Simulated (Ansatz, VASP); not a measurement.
This is a calculation of TePb for VASP 6.6.1.

The input INCAR:

```
PREC = Accurate
ENCUT = 600
EDIFF = 1E-6
ISMEAR = -1
SIGMA = 0.05
LREAL = F
LASPH = T
NELM = 80
ALGO = Normal
ISIF = 3
LWAVE = F
LCHARG = F
GGA = RE
IBRION = 2
NSW = 60
EDIFFG = -0.01
```

Contents of KPOINTS:

```
Automatic mesh
0
Gamma
  7 7 7
```

The input POSCAR:

```
TePb
1.0
    4.0022870000      0.0000000000      0.0000000000
    0.0000000000      4.0022870000      0.0000000000
    0.0000000000      0.0000000000      4.0022870000
Pb Te
1 1
Direct
    0.0000000000      0.0000000000      0.0000000000
    0.5000000000      0.5000000000      0.5000000000
```

Potentials or basis: VASP PAW PBE potentials, release 64 (Pb_d, Te).

Command:

```console
$ cat potpaw_PBE.64/Pb_d/POTCAR potpaw_PBE.64/Te/POTCAR > POTCAR
$ mpirun -np 1 vasp_std > vasp.out
```

Question: Translate it to Ansatz 0.2.0. Potentials there: Ansatz PAW.

Answer: As run (the cutoff follows the program's own potentials):

input.yaml

```yaml
crystal:
  lattice:
    - [4.002287, 0.0, 0.0]
    - [0.0, 4.002287, 0.0]
    - [0.0, 0.0, 4.002287]
  atoms:
    - { symbol: Pb, position: [0.0, 0.0, 0.0] }
    - { symbol: Te, position: [0.5, 0.5, 0.5] }
hamiltonian:
  xc: revpbe
  pseudopotentials: { kind: paw }
kpoints:
  mp_grid: { grid: [7, 7, 7] }
scf:
  occupations: { method: fermi_dirac, width: 0.05 }
output:
  forces: true
  stress: true
relax:
  f_tol: 0.01
  max_steps: 40
  cell: { stress_tol: 0.05 }
```

Potentials or basis: Ansatz PAW.

Run with:

```console
$ ansatz run input.yaml --threads 2 --pin off --max-ram 5632MiB --backend cpu --events-out ev --progress --plain --runs-dir out
```

Both were run:

|  | VASP | Ansatz | Ansatz less VASP |
| --- | --- | --- | --- |
| relaxed volume (Å³/atom) | 32.94 | 32.95 | +0.006 |
| relaxed length of the cell vector where the two differ most in proportion (Å) | 4.039 | 4.039 | +0.0002 |

VASP's potentials were made for PBE, not for revPBE. VASP's potentials hold 20 valence electrons a cell and Ansatz's 30, so a difference there can come from the potentials and not from the codes.

Neither program's run includes spin-orbit coupling. Noted on Ansatz's run: the plane-wave basis is chosen anew once the cell has moved, so the energies of steps on either side of that aren't comparable.
